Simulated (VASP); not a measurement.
## LiCl: relaxation of cell and atoms with PBEsol

Crystal: LiCl.

```
Li Cl
1.0
     0.00000    2.56477    2.56477
     2.56477    0.00000    2.56477
     2.56477    2.56477    0.00000
Li Cl
1 1
Direct
  0.00000 0.00000 0.00000
  0.50000 0.50000 0.50000
```

| Item | Value |
| --- | --- |
| Program | VASP 6.6.1 |
| Task | relaxation of cell and atoms |
| Functional | PBEsol |
| Potentials or basis | VASP PAW PBE potentials, release 64 (Li_sv, Cl) |
| Cutoff | 600 eV |
| k mesh | 8 × 8 × 8 |
| Occupations | gaussian, width 0.02 eV |
| Spin | no spin polarisation |
| Dipole correction | no |
| Further INCAR settings | ALGO = Normal; EDIFF = 1e-07; IBRION = 2; EDIFFG = -0.005; NSW = 100; ISIF = 3 |

| Property | Result |
| --- | --- |
| Relaxed volume | 16.20 Å³/atom |
| Relaxed cell | a = 3.578 Å, b = 3.578 Å, c = 3.578 Å, α = 60.00°, β = 60.00°, γ = 60.00° |
| Space group after relaxing (to 0.05 Å) | Fm-3m (No. 225) |
| Energy gained by relaxing | 2.8 meV/atom |
| Ionic steps | 4 |
| Pressure after relaxing | 0.0 GPa |
| Band gap on the k mesh | 6.37 eV, direct |

Step by step:
| step | energy change (eV) | largest force (eV/Å) | pressure (GPa) | volume (Å³) |
| --- | --- | --- | --- | --- |
| 1 | 0.0000 | 0.0000 | -1.30 | 33.74 |
| 2 | -0.0042 | 0.0000 | -0.69 | 33.08 |
| 3 | -0.0056 | 0.0000 | -0.07 | 32.47 |
| 4 | -0.0057 | 0.0000 | 0.00 | 32.40 |

Final structure:
```
Li Cl
1.0
     0.00000    2.53036    2.53036
     2.53036    0.00000    2.53036
     2.53036    2.53036    0.00000
Li Cl
1 1
Direct
  0.00000 0.00000 0.00000
  0.50000 0.50000 0.50000
```

Levels at points of the mesh, in eV from the valence-band top:
| k point | band 3 | band 4 | band 5 | band 6 | band 7 | band 8 |
| --- | --- | --- | --- | --- | --- | --- |
| (0.00, 0.00, 0.00) | 0.00 | 0.00 | 0.00 | 6.37 | 11.84 | 11.84 |
| (0.50, 0.00, 0.00) | -3.04 | -0.28 | -0.28 | 6.60 | 9.41 | 9.41 |
| (0.50, 0.50, 0.00) | -3.15 | -1.20 | -1.20 | 7.86 | 8.03 | 12.62 |

Run time: 25 s on 1 thread of Intel(R) Xeon(R) Platinum 8488C (Sapphire Rapids), on a shared host, peak memory 0.16 GiB.

Caveat: the cutoff is under 1.25 times the usual one of these potentials, so pressure, stress and relaxed cells hold a basis-set (Pulay) error; the PAW data sets were made with another functional, which shifts forces and pressure a little. A k mesh can miss the band edges.
